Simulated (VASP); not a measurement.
# Sm2B2Rh (P-3m1) in VASP: relaxation of cell and atoms with PBE

Aim: the relaxation of cell and atoms of Sm2B2Rh with PBE.

Program: VASP 6.6.1. These are calculated values, not measurements. Logs are shortened: lines on timing, memory, paths and dates and some standing lists are left out, and cuts for length are marked.

## Step 1: The cell of the first run

The structure is trigonal, space group P-3m1 (No. 164). Conventional cell: a = 3.696 Å, b = 3.696 Å, c = 7.930 Å, α = 90.00°, β = 90.00°, γ = 120.00°. Sm (site symmetry 3m) has 4 B at 2.70 to 2.82 Å and 3 Rh at 3.09 Å and 6 Sm at 3.70 Å within 3.7 Å. Within 2.9 Å of B (site symmetry 3m) lie 3 Rh at 2.21 Å and 3 B at 2.43 Å and 4 Sm at 2.70 to 2.82 Å. Rh (site symmetry -3m) has 6 B at 2.21 Å within 2.9 Å.

The cell was generated, and may not be a known phase.

## Step 2: Relaxation of cell and atoms, PBE

INCAR

```
SYSTEM = Sm2B2Rh
ALGO     = Normal         ! electronic algorithm
EDIFF    = 1E-7           ! SCF threshold, eV
EDIFFG   = -0.01          ! ionic threshold
ENCUT    = 500            ! plane-wave cutoff, eV
GGA      = PE             ! functional
GGA_COMPAT= .FALSE.      
IBRION   = 2              ! ionic algorithm
ISIF     = 3              ! what is computed and relaxed
ISMEAR   = 0              ! smearing method
LASPH    = .TRUE.         ! aspherical terms in the spheres
LCHARG   = .FALSE.        ! write CHGCAR
LMAXMIX  = 6              ! l up to which the mixer works
LREAL    = .FALSE.        ! projectors in reciprocal space
LWAVE    = .FALSE.        ! write WAVECAR
NELM     = 200            ! most SCF steps
NELMIN   = 4            
NSW      = 100            ! ionic steps
PREC     = Accurate       ! precision mode
SIGMA    = 0.1            ! smearing width, eV
```

KPOINTS

```
k-points
0
G
  12 12 6
  0 0 0
```

POSCAR

```
Sm2B2Rh
1.0
    3.6964458689      0.0000000000      0.0000000000
   -1.8482229344      3.2012160262      0.0000000000
    0.0000000000      0.0000000000      7.9300759996
Sm B Rh
2 2 1
Direct
    0.3333333333      0.6666666667      0.2826584611
    0.6666666667      0.3333333333      0.7173415389
    0.3333333333      0.6666666667      0.9267799771
    0.6666666667      0.3333333333      0.0732200229
    0.0000000000      0.0000000000      0.0000000000
```

Potentials or basis: VASP PAW PBE potentials, release 64 (Sm_3, B, Rh_pv), 4f in core.

On the command line:

```sh
$ cat potpaw_PBE.64/Sm_3/POTCAR potpaw_PBE.64/B/POTCAR potpaw_PBE.64/Rh_pv/POTCAR > POTCAR
$ mpirun -np 1 vasp_std > vasp.out
```

OUTCAR:

```text
SYSTEM = Sm2B2Rh
   EDIFF = 1E-7
   EDIFFG = -0.01
   ENCUT = 500
   GGA = PE
   IBRION = 2
   ISIF = 3
   ISMEAR = 0
   LASPH = .TRUE.
   LREAL = .FALSE.
   NELM = 200
   NELMIN = 4
   NSW = 100
   PREC = Accurate

 ion  position               nearest neighbor table
   1  0.333  0.667  0.283-   4 2.70   4 2.70   4 2.70   3 2.82   5 3.09   5 3.09   5 3.09
   2  0.667  0.333  0.717-   3 2.70   3 2.70   3 2.70   4 2.82   5 3.09   5 3.09   5 3.09
   3  0.333  0.667  0.927-   5 2.21   5 2.21   5 2.21   2 2.70   2 2.70   2 2.70   1 2.82
   4  0.667  0.333  0.073-   5 2.21   5 2.21   5 2.21   1 2.70   1 2.70   1 2.70   2 2.82
   5  0.000  0.000  0.000-   3 2.21   4 2.21   3 2.21   4 2.21   4 2.21   3 2.21   1 3.09   2 3.09
                             1 3.09   2 3.09   1 3.09   2 3.09

  LATTYP: Found a hexagonal cell.
 ALAT       =     3.6964458689
 C/A-ratio  =     2.1453245309

  Lattice vectors:

 A1 = (   3.6964458689,   0.0000000000,   0.0000000000)
 A2 = (  -1.8482229344,   3.2012160262,   0.0000000000)
 A3 = (   0.0000000000,   0.0000000000,   7.9300759996)

Analysis of symmetry for initial positions (statically):
=====================================================================
 Subroutine PRICEL returns:
 Original cell was already a primitive cell.

 Routine SETGRP: Setting up the symmetry group for a
 hexagonal supercell.

 Subroutine GETGRP returns: Found 12 space group operations
 (whereof 12 operations were pure point group operations)
 out of a pool of 24 trial point group operations.

The static configuration has the point symmetry D_3d.

Analysis of symmetry for dynamics (positions and initial velocities):
=====================================================================
 Subroutine PRICEL returns:
 Original cell was already a primitive cell.

 Routine SETGRP: Setting up the symmetry group for a
 hexagonal supercell.

 Subroutine GETGRP returns: Found 12 space group operations
 (whereof 12 operations were pure point group operations)
 out of a pool of 24 trial point group operations.

The dynamic configuration has the point symmetry D_3d.

 Subroutine INISYM returns: Found 12 space group operations
 (whereof 12 operations are pure point group operations),
 and found     1 'primitive' translations

----------------------------------------------------------------------------------------

                                     Primitive cell

  volume of cell :      93.8376

  direct lattice vectors                    reciprocal lattice vectors
     3.696445869  0.000000000  0.000000000     0.270530135  0.156190646  0.000000000
    -1.848222934  3.201216026  0.000000000     0.000000000  0.312381293  0.000000000
     0.000000000  0.000000000  7.930076000     0.000000000  0.000000000  0.126102196

  length of vectors
     3.696445869  3.696445869  7.930076000     0.312381293  0.312381293  0.126102196

  position of ions in fractional coordinates (direct lattice)
     0.333333333  0.666666667  0.282658461
     0.666666667  0.333333333  0.717341539
     0.333333333  0.666666667  0.926779977
     0.666666667  0.333333333  0.073220023
     0.000000000  0.000000000  0.000000000

  ion indices of the primitive-cell ions
   primitive index   ion index
                 1           1
                 2           2
                 3           3
                 4           4
                 5           5

----------------------------------------------------------------------------------------

 KPOINTS: k-points

Automatic generation of k-mesh.
 Grid dimensions read from file:
 generate k-points for:   12   12    6

 Generating k-lattice:

  Cartesian coordinates                     Fractional coordinates (reciprocal lattice)
     0.022544178  0.013015887  0.000000000     0.083333333 -0.000000000  0.000000000
     0.000000000  0.026031774  0.000000000     0.000000000  0.083333333  0.000000000
     0.000000000  0.000000000  0.021017033     0.000000000  0.000000000  0.166666667

  Length of vectors
     0.026031774  0.026031774  0.021017033

  Shift w.r.t. Gamma in fractional coordinates (k-lattice)
     0.000000000  0.000000000  0.000000000

 Subroutine IBZKPT returns following result:
 ===========================================

 Found    100 irreducible k-points:

 Following reciprocal coordinates:
            Coordinates               Weight
  0.000000  0.000000  0.000000      1.000000
  0.083333  0.000000  0.000000      6.000000
  0.166667  0.000000  0.000000      6.000000
  0.250000  0.000000  0.000000      6.000000
  0.333333  0.000000  0.000000      6.000000
  0.416667  0.000000  0.000000      6.000000
[... 16 lines left out ...]
  0.166667  0.000000  0.166667      6.000000
  0.000000  0.166667  0.166667      6.000000
 [... further k-points ...]
   k-points           NKPTS =    100   k-points in BZ     NKDIM =    100   number of bands    NBANDS=     25
   number of dos      NEDOS =    301   number of ions     NIONS =      5
   total plane-waves  NPLWV =  47040
   dimension x,y,z NGX =    28 NGY =   28 NGZ =   60
   dimension x,y,z NGXF=    56 NGYF=   56 NGZF=  120
   ions per type =               2   2   1
   NGX,Y,Z   is equivalent  to a cutoff of  12.59, 12.59, 12.58 a.u.
   NGXF,Y,Z  is equivalent  to a cutoff of  25.19, 25.19, 25.16 a.u.
 SYSTEM =  Sm2B2Rh
   PREC   = accura    normal or accurate (medium, high low for compatibility)
   ISTART =      0    job   : 0-new  1-cont  2-samecut
   ICHARG =      2    charge: 1-file 2-atom 10-const
   ISPIN  =      1    spin polarized calculation?
   LNONCOLLINEAR =      F non collinear calculations
   LSORBIT =      F    spin-orbit coupling
   LASPH  =      T    aspherical Exc in radial PAW
   ENCUT  =  500.0 eV  36.75 Ry    6.06 a.u.   6.74  6.74 14.46*2*pi/ulx,y,z
   NELM   =    200;   NELMIN=  4; NELMDL= -5     # of ELM steps
   EDIFF  = 0.1E-06   stopping-criterion for ELM
   LREAL  =      F    real-space projection
   EDIFFG = -.1E-01   stopping-criterion for IOM
   NSW    =    100    number of steps for IOM
   IBRION =      2    ionic relax: 0-MD 1-quasi-New 2-CG
   NFREE  =      1    steps in history (QN), initial steepest desc. (CG)
   ISIF   =      3    stress and relaxation
   ISYM   =      2    0-nonsym 1-usesym 2-fastsym
   POTIM  = 0.5000    time-step for ionic-motion
   TEBEG  =    0.0;   TEEND  =   0.0 temperature during run
   PSTRESS=    0.0 pullay stress
   NELECT =      43.0000    total number of electrons
   NUPDOWN=      -1.0000    fix difference up-down
   EMIN   =  10.00;   EMAX   =-10.00  energy-range for DOS
   EFERMI =   0.00;   METHOD = LEGACY
   ISMEAR =     0;   SIGMA  =   0.10  broadening in eV -4-tet -1-fermi 0-gaus
   EFERMI_NEDOS =   21; number of points for ismear=-14 and -15
   IALGO  =     38    algorithm
   IMIX   =      4    mixing-type and parameters
     AMIX     =   0.40;   BMIX     =  1.00
     AMIX_MAG =   1.60;   BMIX_MAG =  1.00
  volume/ion in A,a.u.               =      18.77       126.65
  Fermi-wavevector in a.u.,A,eV,Ry     =   1.262134  2.385087 21.673835  1.592982
  Thomas-Fermi vector in A             =   2.395558
   LORBIT       =      0    0 simple, 1 ext, 2 COOP (PROOUT), +10 PAW based schemes
   GGA     = PE    functional components
   LHFCALC =     F    Hartree Fock is set to
   AEXX    =    0.0000 exact exchange contribution
   IVDW    =     0    specifies the selected vdW correction
   LEPSILON=     F    determine dielectric tensor
   LRPA    =     F    only Hartree local field effects (RPA)
 conjugate gradient relaxation of ions
 non-spin polarized calculation
 Gauss-broadening in eV      SIGMA  =   0.10
  energy-cutoff  :      500.00
  volume of cell :       93.84
 maximum number of plane-waves:      2402
 NGX is ok and might be reduce to    28
   NGX = 13   NGY = 13   NGZ = 29

--------------------------------------- Ionic step        1  -------------------------------------------

 number of electron      42.9999999 magnetization

 Free energy of the ion-electron system (eV)
  ---------------------------------------------------
  ext. energy  EPLUGINS =         0.00000000
  ---------------------------------------------------
  free energy    TOTEN  =       -31.42899877 eV

  energy without entropy =      -31.41205623  energy(sigma->0) =      -31.42052750

------------------------ aborting loop because EDIFF is reached ----------------------------------------

  FORCE on cell =-STRESS in cart. coord.  units (eV):
  Direction    XX          YY          ZZ          XY          YZ          ZX
  --------------------------------------------------------------------------------------
  -------------------------------------------------------------------------------------
  Total        0.1959992      0.1959992      0.9153178      0.0000000      0.0000000     -0.0000000
  in kB        3.3464799      3.3464799     15.6280874      0.0000000      0.0000000     -0.0000000
  external PRESSURE =       7.4403491 kB  Pullay stress =       0.0000000 kB
[... 98 lines left out ...]
  FREE ENERGIE OF THE ION-ELECTRON SYSTEM (eV)
  ---------------------------------------------------
  free  energy   TOTEN  =       -31.4324424826 eV

  energy  without entropy=      -31.4152003136  energy(sigma->0) =      -31.42382140

[... ionic steps 4 to 7 ...]

--------------------------------------- Ionic step        8  -------------------------------------------

 number of electron      43.0000002 magnetization

------------------------ aborting loop because EDIFF is reached ----------------------------------------

  FORCE on cell =-STRESS in cart. coord.  units (eV):
  Direction    XX          YY          ZZ          XY          YZ          ZX
  --------------------------------------------------------------------------------------
  -------------------------------------------------------------------------------------
  Total       -0.0285406     -0.0285406     -0.0513969     -0.0000000     -0.0000000      0.0000000
  in kB       -0.4835167     -0.4835167     -0.8707343     -0.0000000     -0.0000000      0.0000000
  external PRESSURE =      -0.6125892 kB  Pullay stress =       0.0000000 kB
[... 63 lines left out ...]
  energy  without entropy=      -31.4170113429  energy(sigma->0) =      -31.42544628

--------------------------------------- Ionic step       10  -------------------------------------------

 number of electron      43.0000002 magnetization

 Free energy of the ion-electron system (eV)
  ---------------------------------------------------
  ext. energy  EPLUGINS =         0.00000000
  ---------------------------------------------------
  free energy    TOTEN  =       -31.43390943 eV

  energy without entropy =      -31.41698874  energy(sigma->0) =      -31.42544909

 E-fermi :   4.7963     XC(G=0): -10.6965

 val. band max:        4.7942027295   @ k =   0.0833   0.0000   0.1667
 cond. band min:       4.8070561702   @ k =   0.3333   0.0833   0.3333
 fundamental gap:      0.0128534407
 Fermi energy:         4.7962978157

 k-point     1 :       0.0000    0.0000    0.0000
  band No.  band energies     occupation
      1     -41.9323      2.00000
      2     -41.9323      2.00000
      3     -41.7079      2.00000
      4     -35.9453      2.00000
      5     -35.9323      2.00000
      6     -15.6538      2.00000
[... 661 lines left out ...]
     24       6.2801      0.00000
     25       6.7824      0.00000

 [... further k-points ...]

------------------------ aborting loop because EDIFF is reached ----------------------------------------

  FORCE on cell =-STRESS in cart. coord.  units (eV):
  Direction    XX          YY          ZZ          XY          YZ          ZX
  --------------------------------------------------------------------------------------
  -------------------------------------------------------------------------------------
  Total        0.0154799      0.0154799      0.0036797      0.0000000      0.0000000     -0.0000000
  in kB        0.2623905      0.2623905      0.0623716      0.0000000      0.0000000     -0.0000000
  external PRESSURE =       0.1957175 kB  Pullay stress =       0.0000000 kB
[... 20 lines left out ...]
  FREE ENERGIE OF THE ION-ELECTRON SYSTEM (eV)
  ---------------------------------------------------
  free  energy   TOTEN  =       -31.4339094311 eV

  energy  without entropy=      -31.4169887402  energy(sigma->0) =      -31.42544909

 reached required accuracy - stopping structural energy minimisation
```

Wall time 10 min (1 thread of Intel Xeon 6975P-C (Granite Rapids), shared host); peak memory 0.4 GiB.

What came out:

```yaml
Free_energy: -31.4339 eV
Relaxed_volume: 18.90 Å³/atom
Relaxed_cell: a = 3.692 Å, b = 3.692 Å, c = 8.008 Å, α = 90.00°, β = 90.00°, γ = 120.00°
Space_group_after_relaxing_to_0.1_Å: P-3m1 (No. 164)
Energy_gained_by_relaxing: 1.0 meV/atom
Ionic_steps: 10
Pressure_after_relaxing: 0.0 GPa
Largest_force_after_relaxing: 0.005 eV/Å
Band_gap_on_the_k_mesh: zero (an odd number of electrons rules out a gap without spin polarisation)
```

Forces on the atoms (eV/Å):
```
Sm   0.000  0.000 -0.004
Sm   0.000  0.000  0.004
B    0.000  0.000  0.005
B    0.000  0.000 -0.005
Rh   0.000  0.000  0.000
```

Step by step:
```
step  energy change (eV)  largest force (eV/Å)  pressure (GPa)  volume (Å³)
   1              0.0000                0.0978            0.74        93.84
   2             -0.0026                0.0813           -0.77        95.02
   3             -0.0034                0.0493           -0.27        94.63
   4             -0.0046                0.0309            0.00        94.44
   5             -0.0046                0.0275            0.05        94.40
   6             -0.0048                0.0219            0.01        94.46
   7             -0.0049                0.0134           -0.08        94.60
   8             -0.0049                0.0151           -0.06        94.57
   9             -0.0049                0.0084            0.11        94.47
  10             -0.0049                0.0050            0.02        94.52
```

Final structure:
```yaml
crystal:
  lattice:
    - [3.69188, 0.00000, 0.00000]
    - [-1.84594, 3.19726, 0.00000]
    - [0.00000, 0.00000, 8.00765]
  atoms:
    - { symbol: Sm, position: [0.33333, 0.66667, 0.28247] }
    - { symbol: Sm, position: [0.66667, 0.33333, 0.71753] }
    - { symbol: B, position: [0.33333, 0.66667, 0.92536] }
    - { symbol: B, position: [0.66667, 0.33333, 0.07464] }
    - { symbol: Rh, position: [0.00000, 0.00000, 0.00000] }
```

Levels at points of the mesh, in eV from the Fermi level:
| k point | band 19 | band 20 | band 21 | band 22 | band 23 | band 24 | band 25 |
| --- | --- | --- | --- | --- | --- | --- | --- |
| (0.00, 0.00, 0.00) | -1.25 | 0.44 | 0.49 | 0.62 | 0.62 | 1.73 | 2.34 |
| (0.50, 0.00, 0.00) | -2.05 | -1.89 | -1.30 | -0.67 | 0.23 | 1.50 | 2.56 |
| (0.00, 0.00, 0.50) | -1.20 | -0.19 | 0.71 | 0.71 | 0.87 | 2.09 | 2.09 |
| (0.50, 0.00, 0.50) | -2.00 | -1.98 | -1.00 | -0.48 | 0.14 | 1.06 | 2.97 |

Caveat: spin-orbit coupling is left out, which moves the levels of the heavy elements; the 4f electrons are frozen in the core, so they carry no moment and show no levels. Spin polarisation is off, so any magnetic state and its effect on volume and gap are missing.
